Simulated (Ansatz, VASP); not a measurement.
**One calculation of AlGa3Sb4, two programs**

```
Al Ga Sb
1.0
     5.73373    0.00000    0.00000
     0.00000    5.73373    0.00000
     0.00000    0.00000    5.73373
Al Ga Sb
1 3 4
Cartesian
  0.0000 0.0000 0.0000
  2.8669 2.8669 0.0000
  2.8669 0.0000 2.8669
  0.0000 2.8669 2.8669
  4.3331 4.3331 1.4007
  4.3331 1.4007 4.3331
  1.4007 4.3331 4.3331
  1.4007 1.4007 1.4007
```

Alike in both runs: task relaxation of cell and atoms; functional PBE; k mesh 4 × 4 × 4; occupations gaussian, width 0.1 eV; no spin polarisation.

|  | VASP | Ansatz |
| --- | --- | --- |
| version | VASP 6.6.1 | Ansatz 0.2.0 |
| potentials or method | VASP PAW PBE potentials, release 64 (Al, Ga_d, Sb), cutoff 600 eV | scalar-relativistic, plane waves, PAW |
| valence electrons in the cell | 62 | 102 |

VASP gave:

```
relaxed volume (Å³/atom)                                        : 30.19
relaxed length of the cell vector where the two differ most in proportion (Å) : 6.228
```

Task: Which values does Ansatz return?

Result: Relaxed volume (Å³/atom): 29.78; relaxed length of the cell vector where the two differ most in proportion (Å): 6.199.

VASP's potentials hold 62 valence electrons a cell and Ansatz's 102, so a difference there can come from the potentials and not from the codes.

Spin-orbit coupling is off throughout. Noted on VASP's run: the volume moved by over 15 % at a fixed basis, so the end points are rough.
